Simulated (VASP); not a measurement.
Set up this calculation in VASP 6.6.1, as the native input.

```yaml
Task: single point
Functional: LDA
Potentials_or_basis: VASP PAW LDA potentials, release 64 (Ni, Al)
Cutoff: 520 eV
k_mesh: 10 × 10 × 9
Occupations: fermi-dirac, width 0.05 eV
Spin: collinear spin, ferromagnetic start
Starting_moments: "[1.0, 0.0] μB"
Dipole_correction: no
Further_INCAR_settings: ALGO = Fast; EDIFF = 1e-07; NBANDS = 18
```

The structure of AlNi lies in POSCAR:

```
AlNi
1.0
    1.9767172612     -1.9914977216      0.0000000000
    1.9767172612      1.9914977216      0.0000000000
    0.0000000000      0.0000000000      3.1602186123
Ni Al
1 1
Direct
    0.5000000000      0.5000000000      0.5000000000
    0.0000000000      0.0000000000      0.0000000000
```

These files were run (other wordings do the same):

INCAR

```
PREC = Accurate ; ENCUT = 520
EDIFF = 1E-7 ; ISMEAR = -1
SIGMA = 0.05 ; LREAL = False
LASPH = True ; NELM = 150
ALGO = Fast ; ISIF = 2
LWAVE = False ; LCHARG = False
ISPIN = 2 ; MAGMOM = 1 0
LORBIT = 11 ; LMAXMIX = 4
NBANDS = 18
```

KPOINTS

```
Automatic mesh
0
Gamma
  10 10 9
```

Potentials or basis: VASP PAW LDA potentials, release 64 (Ni, Al).

Command:

```console
$ cat potpaw_LDA.64/Ni/POTCAR potpaw_LDA.64/Al/POTCAR > POTCAR
$ mpirun -np 1 vasp_std > vasp.out
```

Results of the run:

* Pressure: -13.0 GPa
* Net moment: 0.00 μB per cell
* Valence electrons inside the program's atomic spheres: Ni 9.42; Al 0.79

Caveat: the cell stands under tension.

It took 2.7 min on 1 thread of Intel Xeon 8259CL (shared host), peak memory 0.22 GiB.
